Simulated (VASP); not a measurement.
A run of VASP 6.6.1 is set up as follows.

Contents of INCAR:

```
PREC = Accurate ; ENCUT = 500
EDIFF = 1E-6 ; ISMEAR = -1
SIGMA = 0.1 ; LREAL = False
LASPH = True ; NELM = 200
ALGO = Normal ; ISIF = 2
LWAVE = False ; LCHARG = False
ISPIN = 2 ; MAGMOM = 0
LORBIT = 11 ; LMAXMIX = 4
GGA = PE ; NBANDS = 15
GGA_COMPAT = False
```

File KPOINTS:

```
regular mesh
0
Gamma
  8 8 8
```

File POSCAR:

```
Pd
1.0
    0.0000000000      1.8770000000      1.8770000000
    1.8770000000      0.0000000000      1.8770000000
    1.8770000000      1.8770000000      0.0000000000
Pd
1
Direct
    0.0000000000      0.0000000000      0.0000000000
```

Potentials or basis: VASP PAW PBE potentials, release 64 (Pd).

Run with:

```console
$ cat potpaw_PBE.64/Pd/POTCAR > POTCAR
$ mpirun -np 1 vasp_std > vasp.out
```

(1) What does it give for the band gap on the k mesh?

(2) Estimate the net moment.

(3) Estimate the pressure.

## Answers

(1) zero (filled and empty bands overlap).

(2) 0.00 μB per cell.

(3) 37.8 GPa.

Caveat: the k points lie up to 0.36 Å⁻¹ apart.
